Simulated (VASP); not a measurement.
# Zr12O (a cell with a defect) in VASP: relaxation of the atoms with PBE+D3(BJ)

Aim: the relaxation of the atoms of Zr12O (a cell with a defect) with PBE+D3(BJ).

Everything below comes from runs of VASP 6.6.1. Logs are shortened: lines on timing, memory, paths and dates and some standing lists are left out, and cuts for length are marked.

## (1) The cell of the first run

The cell holds a defect, 13 atoms: a = 6.460 Å, b = 9.690 Å, c = 5.145 Å, α = 90.00°, β = 90.00°, γ = 120.00°.

## (2) Relaxation of the atoms, PBE+D3(BJ)

File INCAR:

```
SYSTEM = Zr12O
PREC = Accurate ; ENCUT = 520
EDIFF = 1E-7 ; ISMEAR = -1
SIGMA = 0.15 ; LREAL = .FALSE.
LASPH = .TRUE. ; NELM = 60
ALGO = Normal ; ISIF = 2
LWAVE = .FALSE. ; LCHARG = .FALSE.
GGA = PE ; IVDW = 12
IBRION = 2 ; NSW = 45
EDIFFG = -0.08 ; KPAR = 4
```

File KPOINTS:

```
Automatic mesh
0
G
  3 2 3
  0 0 0
```

File POSCAR:

```
Zr12O
1.0
    6.4600000000      0.0000000000      0.0000000000
   -4.8450000000      8.3917860000      0.0000000000
    0.0000000000      0.0000000000      5.1453900000
Zr O
12 1
Direct
    0.0000000000      0.0000000000      0.0000000000
    0.1666667000      0.2222222000      0.5000000000
    0.0000000000      0.3333333000      0.0000000000
    0.1666667000      0.5555556000      0.5000000000
    0.0000000000      0.6666667000      0.0000000000
    0.1666667000      0.8888889000      0.5000000000
    0.5000000000      0.0000000000      0.0000000000
    0.6666667000      0.2222222000      0.5000000000
    0.5000000000      0.3333333000      0.0000000000
    0.6666667000      0.5555556000      0.5000000000
    0.5000000000      0.6666667000      0.0000000000
    0.6666667000      0.8888889000      0.5000000000
    0.8325279000      0.1090418000      0.2571199000
```

Potentials or basis: VASP PAW PBE potentials, release 64 (Zr_sv, O).

The run is started by

```console
cat potpaw_PBE.64/Zr_sv/POTCAR potpaw_PBE.64/O/POTCAR > POTCAR
mpirun -np 4 vasp_std > vasp.out
```

OUTCAR:

```text
SYSTEM = Zr12O
   PREC = Accurate
   ENCUT = 520
   EDIFF = 1E-7
   ISMEAR = -1
   LREAL = .FALSE.
   LASPH = .TRUE.
   NELM = 60
   ISIF = 2
   GGA = PE
   IVDW = 12
   IBRION = 2
   NSW = 45
   EDIFFG = -0.08
 IVDW          = 12

 ion  position               nearest neighbor table
   1  0.000  0.000  0.000-  13 2.28   2 3.18   2 3.18  12 3.18  12 3.18   6 3.18   6 3.18   3 3.23
                             5 3.23   9 3.23  11 3.23   7 3.23   7 3.23
   2  0.167  0.222  0.500-  13 2.25   1 3.18   1 3.18   9 3.18   9 3.18   3 3.18   3 3.18   6 3.23
                            12 3.23   8 3.23   8 3.23  10 3.23   4 3.23
   3  0.000  0.333  0.000-  13 2.30   8 3.18   8 3.18   2 3.18   2 3.18   4 3.18   4 3.18   1 3.23
                             7 3.23   9 3.23   9 3.23  11 3.23   5 3.23
   4  0.167  0.556  0.500-  11 3.18  11 3.18   5 3.18   5 3.18   3 3.18   3 3.18   6 3.23  12 3.23
                            10 3.23  10 3.23   8 3.23   2 3.23
   5  0.000  0.667  0.000-   6 3.18   6 3.18  10 3.18  10 3.18   4 3.18   4 3.18   1 3.23   7 3.23
                            11 3.23  11 3.23   9 3.23   3 3.23
   6  0.167  0.889  0.500-   5 3.18   5 3.18   7 3.18   7 3.18   1 3.18   1 3.18   4 3.23   2 3.23
                             8 3.23  10 3.23  12 3.23  12 3.23
   7  0.500  0.000  0.000-  13 2.28   8 3.18   8 3.18   6 3.18   6 3.18  12 3.18  12 3.18  11 3.23
                             9 3.23   3 3.23   5 3.23   1 3.23   1 3.23
   8  0.667  0.222  0.500-  13 2.26   7 3.18   7 3.18   3 3.18   3 3.18   9 3.18   9 3.18  12 3.23
                             6 3.23   2 3.23   2 3.23   4 3.23  10 3.23
   9  0.500  0.333  0.000-   2 3.18   2 3.18   8 3.18   8 3.18  10 3.18  10 3.18   7 3.23   1 3.23
                             3 3.23   3 3.23   5 3.23  11 3.23
  10  0.667  0.556  0.500-   5 3.18   5 3.18  11 3.18  11 3.18   9 3.18   9 3.18  12 3.23   6 3.23
                             4 3.23   4 3.23   2 3.23   8 3.23
  11  0.500  0.667  0.000-  12 3.18  12 3.18   4 3.18   4 3.18  10 3.18  10 3.18   7 3.23   1 3.23
                             5 3.23   5 3.23   3 3.23   9 3.23
  12  0.667  0.889  0.500-  13 2.23  11 3.18  11 3.18   1 3.18   1 3.18   7 3.18   7 3.18  10 3.23
                             8 3.23   2 3.23   4 3.23   6 3.23   6 3.23
  13  0.833  0.109  0.257-  12 2.23   2 2.25   8 2.26   1 2.28   7 2.28   3 2.30

  LATTYP: Found a simple monoclinic cell.
 ALAT       =     6.4600000000
 B/A-ratio  =     0.7965000000
 C/A-ratio  =     1.3228756308
 COS(beta)  =    -0.1889822400

  Lattice vectors:

 A1 = (   6.4600000000,   0.0000000000,   0.0000000000)
 A2 = (   0.0000000000,   0.0000000000,   5.1453900000)
 A3 = (  -1.6150000000,  -8.3917860000,   0.0000000000)

Analysis of symmetry for initial positions (statically):
=====================================================================
 Subroutine PRICEL returns:
 Original cell was already a primitive cell.

 Routine SETGRP: Setting up the symmetry group for a
 simple monoclinic supercell.

 Subroutine GETGRP returns: Found  1 space group operations
 (whereof  1 operations were pure point group operations)
 out of a pool of  4 trial point group operations.

The static configuration has the point symmetry C_1 .

Analysis of symmetry for dynamics (positions and initial velocities):
=====================================================================
 Subroutine PRICEL returns:
 Original cell was already a primitive cell.

 Routine SETGRP: Setting up the symmetry group for a
 simple monoclinic supercell.

 Subroutine GETGRP returns: Found  1 space group operations
 (whereof  1 operations were pure point group operations)
 out of a pool of  4 trial point group operations.

The dynamic configuration has the point symmetry C_1 .

 Subroutine INISYM returns: Found  1 space group operations
 (whereof  1 operations are pure point group operations),
 and found     1 'primitive' translations

----------------------------------------------------------------------------------------

                                     Primitive cell

  volume of cell :     278.9364

  direct lattice vectors                    reciprocal lattice vectors
     6.460000000  0.000000000  0.000000000     0.154798762  0.089373108  0.000000000
    -4.845000000  8.391786000  0.000000000     0.000000000  0.119164145  0.000000000
     0.000000000  0.000000000  5.145390000     0.000000000  0.000000000  0.194348728

  length of vectors
     6.460000000  9.689999859  5.145390000     0.178746214  0.119164145  0.194348728

  position of ions in fractional coordinates (direct lattice)
     0.000000000  0.000000000  0.000000000
     0.166666700  0.222222200  0.500000000
[... 42 lines left out ...]

  Length of vectors
     0.059582071  0.059582072  0.064782909

  Shift w.r.t. Gamma in fractional coordinates (k-lattice)
     0.000000000  0.000000000  0.000000000

 -----------------------------------------------------------------------------
|                                                                             |
|           W    W    AA    RRRRR   N    N  II  N    N   GGGG   !!!           |
|           W    W   A  A   R    R  NN   N  II  NN   N  G    G  !!!           |
|           W    W  A    A  R    R  N N  N  II  N N  N  G       !!!           |
|           W WW W  AAAAAA  RRRRR   N  N N  II  N  N N  G  GGG   !            |
|           WW  WW  A    A  R   R   N   NN  II  N   NN  G    G                |
|           W    W  A    A  R    R  N    N  II  N    N   GGGG   !!!           |
|                                                                             |
|     Your reciprocal lattice and k-lattice belong to different lattice       |
|     classes:                                                                |
|                                                                             |
|        The reciprocal lattice is simple monoclinic,                         |
|        whereas your k-lattice is hexagonal.                                 |
|                                                                             |
|     Results are often still useful ...                                      |
|                                                                             |
 -----------------------------------------------------------------------------

 Subroutine IBZKPT returns following result:
 ===========================================

 Found     10 irreducible k-points:

 Following reciprocal coordinates:
            Coordinates               Weight
  0.000000  0.000000  0.000000      1.000000
  0.333333  0.000000  0.000000      2.000000
  0.000000  0.500000  0.000000      1.000000
  0.333333  0.500000  0.000000      2.000000
  0.000000  0.000000  0.333333      2.000000
  0.333333  0.000000  0.333333      2.000000
 -0.333333  0.000000  0.333333      2.000000
  0.000000  0.500000  0.333333      2.000000
  0.333333  0.500000  0.333333      2.000000
 -0.333333  0.500000  0.333333      2.000000
   k-points           NKPTS =     10   k-points in BZ     NKDIM =     10   number of bands    NBANDS=     90
   number of dos      NEDOS =    301   number of ions     NIONS =     13
   total plane-waves  NPLWV = 138240
   dimension x,y,z NGX =    48 NGY =   72 NGZ =   40
   dimension x,y,z NGXF=    96 NGYF=  144 NGZF=   80
   ions per type =              12   1
   NGX,Y,Z   is equivalent  to a cutoff of  12.35, 12.35, 12.92 a.u.
   NGXF,Y,Z  is equivalent  to a cutoff of  24.71, 24.71, 25.85 a.u.
 SYSTEM =  Zr12O
   PREC   = accura    normal or accurate (medium, high low for compatibility)
   ISTART =      0    job   : 0-new  1-cont  2-samecut
   ICHARG =      2    charge: 1-file 2-atom 10-const
   ISPIN  =      1    spin polarized calculation?
   LNONCOLLINEAR =      F non collinear calculations
   LSORBIT =      F    spin-orbit coupling
   LASPH  =      T    aspherical Exc in radial PAW
   ENCUT  =  520.0 eV  38.22 Ry    6.18 a.u.  12.01 18.02  9.57*2*pi/ulx,y,z
   NELM   =     60;   NELMIN=  2; NELMDL= -5     # of ELM steps
   EDIFF  = 0.1E-06   stopping-criterion for ELM
   LREAL  =      F    real-space projection
   EDIFFG = -.8E-01   stopping-criterion for IOM
   NSW    =     45    number of steps for IOM
   IBRION =      2    ionic relax: 0-MD 1-quasi-New 2-CG
   NFREE  =      1    steps in history (QN), initial steepest desc. (CG)
   ISIF   =      2    stress and relaxation
   ISYM   =      2    0-nonsym 1-usesym 2-fastsym
   POTIM  = 0.5000    time-step for ionic-motion
   TEBEG  =    0.0;   TEEND  =   0.0 temperature during run
   PSTRESS=    0.0 pullay stress
   NELECT =     150.0000    total number of electrons
   NUPDOWN=      -1.0000    fix difference up-down
   EMIN   =  10.00;   EMAX   =-10.00  energy-range for DOS
   EFERMI =   0.00;   METHOD = LEGACY
   ISMEAR =    -1;   SIGMA  =   0.15  broadening in eV -4-tet -1-fermi 0-gaus
   EFERMI_NEDOS =   21; number of points for ismear=-14 and -15
   IALGO  =     38    algorithm
   IMIX   =      4    mixing-type and parameters
     AMIX     =   0.40;   BMIX     =  1.00
     AMIX_MAG =   1.60;   BMIX_MAG =  1.00
  volume/ion in A,a.u.               =      21.46       144.80
  Fermi-wavevector in a.u.,A,eV,Ry     =   1.331282  2.515759 24.113779  1.772313
  Thomas-Fermi vector in A             =   2.460305
   LORBIT       =      0    0 simple, 1 ext, 2 COOP (PROOUT), +10 PAW based schemes
   GGA     = PE    functional components
   LHFCALC =     F    Hartree Fock is set to
   AEXX    =    0.0000 exact exchange contribution
   IVDW    =    12    specifies the selected vdW correction
   LEPSILON=     F    determine dielectric tensor
   LRPA    =     F    only Hartree local field effects (RPA)
 conjugate gradient relaxation of ions
 non-spin polarized calculation
  energy-cutoff  :      520.00
  volume of cell :      278.94
 maximum number of plane-waves:      7545
   NGX = 25   NGY = 37   NGZ = 19

--------------------------------------- Ionic step        1  -------------------------------------------

 number of electron     150.0000001 magnetization

 Free energy of the ion-electron system (eV)
  ---------------------------------------------------
  ext. energy  EPLUGINS =         0.00000000
  ---------------------------------------------------
  free energy    TOTEN  =      -112.98522856 eV

  energy without entropy =     -111.91596585  energy(sigma->0) =     -112.45059721

------------------------ aborting loop because EDIFF is reached ----------------------------------------

 Edisp (eV)   -6.59899

 E8    (eV) :    -3.3541
[... 144 lines left out ...]
--------------------------------------- Ionic step        4  -------------------------------------------

 number of electron     150.0000007 magnetization

 Free energy of the ion-electron system (eV)
  ---------------------------------------------------
  ext. energy  EPLUGINS =         0.00000000
  ---------------------------------------------------
  free energy    TOTEN  =      -113.00664689 eV

  energy without entropy =     -111.94584622  energy(sigma->0) =     -112.47624656

 E-fermi :   9.1984     XC(G=0): -11.2247

 val. band max:        9.1952438533   @ k =   0.3333   0.5000   0.3333
 cond. band min:       9.2029446949   @ k =   0.0000   0.5000   0.3333
 fundamental gap:      0.0077008416
 Fermi energy:         9.1984145192

 k-point     1 :       0.0000    0.0000    0.0000
  band No.  band energies     occupation
      1     -39.6313      2.00000
      2     -39.5469      2.00000
      3     -39.5255      2.00000
      4     -39.4979      2.00000
      5     -39.4962      2.00000
      6     -39.4727      2.00000
[... 889 lines left out ...]
     86      10.2336      0.00201
     87      10.3687      0.00082
 [bands above 87 left out]

------------------------ aborting loop because EDIFF is reached ----------------------------------------

 Edisp (eV)   -6.59908

 E8    (eV) :    -3.3542
[... 36 lines left out ...]
  FREE ENERGIE OF THE ION-ELECTRON SYSTEM (eV)
  ---------------------------------------------------
  free  energy   TOTEN  =      -119.6057303531 eV

  energy  without entropy=     -118.5449296878  energy(sigma->0) =     -119.07533002

 reached required accuracy - stopping structural energy minimisation
```

It took 3.7 min on 4 MPI ranks of Intel Xeon 6975P-C (Granite Rapids), shared host; peak memory 0.48 GiB.

Results:

```
Free energy                  : -119.6057 eV
Energy gained by relaxing    : 1.7 meV/atom
Ionic steps                  : 4
Pressure after relaxing      : -1.6 GPa
Largest force after relaxing : 0.049 eV/Å
Band gap on the k mesh       : zero (bands 75 and 76 overlap by 0.46 eV)
Dispersion energy per atom   : -0.508 eV
```

Forces on the atoms (eV/Å):
```
Zr   0.010 -0.016  0.000
Zr  -0.003 -0.017  0.007
Zr  -0.003  0.017  0.004
Zr   0.005  0.004  0.013
Zr  -0.003 -0.012 -0.019
Zr   0.003 -0.017 -0.022
Zr  -0.019 -0.007 -0.008
Zr   0.006 -0.005  0.015
Zr   0.000  0.019  0.026
Zr   0.003  0.004  0.028
Zr  -0.002 -0.003 -0.004
Zr   0.004  0.033 -0.035
O    0.001  0.000 -0.005
```

Stress tensor (GPa, compression positive):
```
-1.81  0.01 -0.03
 0.01 -1.77 -0.03
-0.03 -0.03 -1.18
```

Step by step:
```csv
step,energy change (eV),largest force (eV/Å),pressure (GPa)
1,0.0000,0.3704,-1.53
2,-0.0158,0.1588,-1.57
3,-0.0201,0.1157,-1.59
4,-0.0215,0.0488,-1.59
```

Final structure:
```yaml
crystal:
  lattice:
    - [6.46000, 0.00000, 0.00000]
    - [-4.84500, 8.39179, 0.00000]
    - [0.00000, 0.00000, 5.14539]
  atoms:
    - { symbol: Zr, position: [0.99898, 0.99981, 0.99714] }
    - { symbol: Zr, position: [0.16624, 0.22230, 0.50428] }
    - { symbol: Zr, position: [0.99918, 0.33214, 0.99904] }
    - { symbol: Zr, position: [0.16695, 0.55579, 0.50236] }
    - { symbol: Zr, position: [0.00006, 0.66664, 0.99692] }
    - { symbol: Zr, position: [0.16612, 0.88767, 0.50203] }
    - { symbol: Zr, position: [0.50082, 0.00002, 0.99719] }
    - { symbol: Zr, position: [0.66764, 0.22236, 0.50402] }
    - { symbol: Zr, position: [0.50066, 0.33440, 0.99886] }
    - { symbol: Zr, position: [0.66676, 0.55555, 0.50277] }
    - { symbol: Zr, position: [0.49912, 0.66581, 0.99809] }
    - { symbol: Zr, position: [0.66681, 0.88917, 0.50321] }
    - { symbol: O, position: [0.83318, 0.11072, 0.25121] }
```

Levels at points of the mesh, in eV from the Fermi level:
```
           k point  band 71  band 72  band 73  band 74  band 75  band 76  band 77  band 78  band 79  band 80
(0.00, 0.00, 0.00)    -0.60    -0.43    -0.30     0.28     0.45     0.71     0.78     0.84     0.85     0.86
(0.00, 0.50, 0.00)    -0.20    -0.18    -0.09    -0.07     0.07     0.28     0.47     0.65     0.74     0.84
```

Caveat: the k points lie up to 0.41 Å⁻¹ apart; the relaxation stopped at a loose force limit of 0.08 eV/Å, so its end isn't a converged minimum.
